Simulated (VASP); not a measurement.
The system is In.

```xyz
1
Lattice="0.0000 2.4711 2.4711 2.4711 0.0000 2.4711 2.4711 2.4711 0.0000" Properties=species:S:1:pos:R:3 pbc="T T T"
In    0.0000    0.0000    0.0000
```

This cell differs from its parent crystal: Tl replaced by In, lengths x 0.988, strained.

Base run:

```yaml
Program: VASP 6.6.1
Functional: PBE
Potentials_or_basis: VASP PAW PBE potentials, release 64 (In_d)
Cutoff: 500 eV
k_mesh: 14 × 14 × 14
Occupations: gaussian, width 0.1 eV
Spin: no spin polarisation
```

Its results: band gap on the k mesh zero (an odd number of electrons rules out a gap without spin polarisation); pressure -2.6 GPa.

Task: The run is repeated on the same cell with these changes: k mesh from 14 × 14 × 14 to 6 × 6 × 6. What comes out?

Result: Band gap on the k mesh zero (an odd number of electrons rules out a gap without spin polarisation); pressure -3.4 GPa.

Caveats: some runs use coarse meshes; spin-orbit coupling is left out, which moves the levels of the heavy elements.
